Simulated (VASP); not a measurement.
# Ga (Fd-3m) in VASP: settings compared, part 2 of 2

VASP 6.6.1. The steps go on from the part before.

## Step 4: Single point, RPBE

This run uses another cell than the first one, of 23.90 Å³/atom.

Contents of INCAR:

```
SYSTEM = Ga
PREC     = Accurate       ! precision mode
ENCUT    = 500            ! plane-wave cutoff, eV
EDIFF    = 1E-6           ! SCF threshold, eV
ISMEAR   = -1             ! smearing method
SIGMA    = 0.08           ! smearing width, eV
LREAL    = .False.        ! projectors in reciprocal space
LASPH    = .True.         ! aspherical terms in the spheres
NELM     = 120            ! most SCF steps
ALGO     = Normal         ! electronic algorithm
ISIF     = 2              ! what is computed and relaxed
LWAVE    = .False.        ! write WAVECAR
LCHARG   = .False.        ! write CHGCAR
GGA      = RP             ! functional
NBANDS   = 20             ! bands
GGA_COMPAT= .False.
```

Contents of KPOINTS:

```
Automatic mesh
0
Gamma
  13 13 13
  0 0 0
```

Contents of POSCAR:

```
Ga
1.0
    0.0000000000      2.8802959968      2.8802959968
    2.8802959968      0.0000000000      2.8802959968
    2.8802959968      2.8802959968      0.0000000000
Ga
2
Direct
   -0.1250000000     -0.1250000000     -0.1250000000
    0.1250000000      0.1250000000      0.1250000000
```

The run is started by

```bash
cat potpaw_PBE.64/Ga_d/POTCAR > POTCAR
mpirun -np 1 vasp_std > vasp.out
```

It took 45 s on 1 thread of Intel Xeon Platinum 8375C at 2.90GHz (Ice Lake), shared host; peak memory 0.2 GiB.

It converged, with:

* Free energy: -4.5287 eV
* Pressure: 4.5 GPa
* Band gap on the k mesh: zero (bands 13 and 14 overlap by 4.15 eV)

Levels at points of the mesh, in eV from the Fermi level:
| k point | band 10 | band 11 | band 12 | band 13 | band 14 | band 15 | band 16 | band 17 |
| --- | --- | --- | --- | --- | --- | --- | --- | --- |
| (0.00, 0.00, 0.00) | -14.36 | -9.59 | 2.92 | 2.92 | 2.92 | 4.13 | 4.96 | 4.96 |

Caveat: the cell stands under pressure; the PAW data sets were made with another functional, which shifts forces and pressure a little.

## Step 5: Single point, PBEsol, collinear spin

This run uses another cell than the first one, of 23.90 Å³/atom.

Contents of INCAR:

```
SYSTEM = Ga
PREC = Accurate ; ENCUT = 500
EDIFF = 1E-6 ; ISMEAR = -1
SIGMA = 0.08 ; LREAL = .False.
LASPH = .True. ; NELM = 200
ALGO = Normal ; ISIF = 2
LWAVE = .False. ; LCHARG = .False.
ISPIN = 2 ; MAGMOM = 0.2 0.2
LORBIT = 11 ; GGA = PS
NBANDS = 24 ; GGA_COMPAT = .False.
```

KPOINTS is that of step 4.

POSCAR is that of step 4.

Potentials or basis: VASP PAW PBE potentials, release 64 (Ga_d).

The run is started by

```bash
cat potpaw_PBE.64/Ga_d/POTCAR > POTCAR
mpirun -np 1 vasp_std > vasp.out
```

OUTCAR:

```text
SYSTEM = Ga
   PREC = Accurate
   ENCUT = 500
   EDIFF = 1E-6
   ISMEAR = -1
   LREAL = .False.
   LASPH = .True.
   NELM = 200
   ISIF = 2
   ISPIN = 2
   LORBIT = 11
   GGA = PS

 ion  position               nearest neighbor table
   1  0.875  0.875  0.875-   2 2.49   2 2.49   2 2.49   2 2.49
   2  0.125  0.125  0.125-   1 2.49   1 2.49   1 2.49   1 2.49

  LATTYP: Found a face centered cubic cell.
 ALAT       =     5.7605919936

  Lattice vectors:

 A1 = (   0.0000000000,   2.8802959968,   2.8802959968)
 A2 = (   2.8802959968,   0.0000000000,   2.8802959968)
 A3 = (   2.8802959968,   2.8802959968,   0.0000000000)

Analysis of symmetry for initial positions (statically):
=====================================================================
 Subroutine PRICEL returns:
 Original cell was already a primitive cell.

 Routine SETGRP: Setting up the symmetry group for a
 face centered cubic supercell.

 Subroutine GETGRP returns: Found 48 space group operations
 (whereof 12 operations were pure point group operations)
 out of a pool of 48 trial point group operations.

The static configuration has the point symmetry D_3d.
[... 842 lines left out ...]
  band No.  band energies     occupation
      1     -11.9344      1.00000
      2     -11.9344      1.00000
      3     -11.9344      1.00000
      4     -11.8881      1.00000
      5     -11.8881      1.00000
      6     -11.5398      1.00000
[... 637 lines left out ...]
     23      17.5136      0.00000
     24      20.7116      0.00000

 [... further k-points ...]
[... 5 lines left out ...]
  --------------------------------------------------------------------------------------
  -------------------------------------------------------------------------------------
  Total        0.0132589      0.0132589      0.0132589      0.0000000      0.0000000      0.0000000
  in kB        0.4445037      0.4445037      0.4445037      0.0000000      0.0000000      0.0000000
  external PRESSURE =       0.4445037 kB  Pullay stress =       0.0000000 kB

 VOLUME and BASIS-vectors are now :
 -----------------------------------------------------------------------------
  energy-cutoff  :      500.00
  volume of cell :       47.79
      direct lattice vectors                 reciprocal lattice vectors
     0.000000000  2.880295997  2.880295997    -0.173593270  0.173593270  0.173593270
     2.880295997  0.000000000  2.880295997     0.173593270 -0.173593270  0.173593270
     2.880295997  2.880295997  0.000000000     0.173593270  0.173593270 -0.173593270

 POSITION                                       TOTAL-FORCE (eV/Angst)
 -----------------------------------------------------------------------------------
      5.04052      5.04052      5.04052        -0.000000      0.000000     -0.000000
      0.72007      0.72007      0.72007         0.000000     -0.000000      0.000000
 -----------------------------------------------------------------------------------
    total drift:                               -0.000000      0.000000      0.000000

  FREE ENERGIE OF THE ION-ELECTRON SYSTEM (eV)
  ---------------------------------------------------
  free  energy   TOTEN  =        -6.0412937777 eV

  energy  without entropy=       -6.0135372739  energy(sigma->0) =       -6.02741553

 total charge

# of ion       s       p       d       tot
------------------------------------------
    1        1.004   0.695   9.944  11.642
    2        1.004   0.695   9.944  11.642
--------------------------------------------------
tot          2.007   1.390  19.887  23.285

 magnetization (x)

# of ion       s       p       d       tot
------------------------------------------
    1       -0.000   0.000   0.000   0.000
    2       -0.000   0.000   0.000   0.000
--------------------------------------------------
tot         -0.000   0.000   0.000   0.000
```

stdout:

```text
POSCAR found type information on POSCAR Ga
 POSCAR found :  1 types and       2 ions
 scaLAPACK will be used
 -----------------------------------------------------------------------------
|                                                                             |
|                                                                             |
|     You enforced a specific xc type in the INCAR file but a different       |
|     I HOPE YOU KNOW WHAT YOU ARE DOING!                                     |
|                                                                             |
 -----------------------------------------------------------------------------

 LDA part: xc-table for (Slater+PW92), standard interpolation
 POSCAR, INCAR and KPOINTS ok, starting setup
 FFT: planning ... GRIDC
 FFT: planning ... GRID_SOFT
 FFT: planning ... GRID
 WAVECAR not read
 entering main loop
```

Wall time 1.9 min (1 thread of Intel Xeon Platinum 8375C at 2.90GHz (Ice Lake), shared host); peak memory 0.26 GiB.

Results:

```yaml
Free_energy: -6.0413 eV
Pressure: 0.0 GPa
Band_gap_on_the_k_mesh: zero (filled and empty bands overlap)
Net_moment: 0.00 μB per cell
Valence_electrons_inside_the_program's_atomic_spheres: Ga 11.64
```

Caveat: the PAW data sets were made with another functional, which shifts forces and pressure a little.

## Step 6: Summary

| level | spin | cell | gap on the mesh (eV) | pressure (GPa) |
| --- | --- | --- | --- | --- |
| PBEsol | off | a = 3.121 Å, angles 60.0°, 2 atoms | none | 223.7 |
| PBEsol | off | a = 3.843 Å, angles 60.0°, 2 atoms | none | 11.4 |
| RPBE | off | a = 4.073 Å, angles 60.0°, 2 atoms | none | 4.5 |
| PBEsol | collinear | a = 4.073 Å, angles 60.0°, 2 atoms | none | 0.0 |

Alike in all rows: task single point; potentials or basis VASP PAW PBE potentials, release 64 (Ga_d); k mesh 13 × 13 × 13; cutoff (eV) 500; smearing fermi-dirac 0.08 eV.

Caveats: the PAW data sets were made with another functional, which shifts forces and pressure a little; the cell stands under pressure (at least some runs).

Absolute energies hang on the potentials; compare differences alone.
